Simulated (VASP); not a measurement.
A run of VASP 6.6.1:

The input INCAR:

```
PREC = Accurate ; ENCUT = 520
EDIFF = 1E-6 ; ISMEAR = 0
SIGMA = 0.1 ; LREAL = F
LASPH = T ; NELM = 80
ALGO = Fast ; ISIF = 2
LWAVE = F ; LCHARG = T
GGA = PE ; LELF = T
LVHAR = T ; NBANDS = 24
```

KPOINTS

```
regular mesh
0
Gamma
  6 6 4
```

POSCAR

```
Os
1.0
    1.9772436772     -4.1547358111      0.0000000000
    1.9772436772      4.1547358111      0.0000000000
    0.0000000000      0.0000000000      3.9345709401
Os
4
Direct
    0.1506641644      0.8493358356      0.0000100897
    0.6506641644      0.3493358356      0.4999899103
    0.8493358356      0.1506641644      0.9999899103
    0.3493358356      0.6506641644      0.5000100897
```

Potentials or basis: VASP PAW PBE potentials, release 64 (Os).

Command:

```console
$ cat potpaw_PBE.64/Os/POTCAR > POTCAR
$ mpirun -np 1 vasp_std > vasp.out
```

Hardware: 1 thread of Oxide Virtual Turin-like Processor, with other jobs on the host.

Task: How long does it take, and how much memory?

Result: It took 63 s on 1 thread of Oxide Virtual Turin-like Processor, on a shared host, peak memory 0.18 GiB. Counts: scf iterations 16, k points 39.
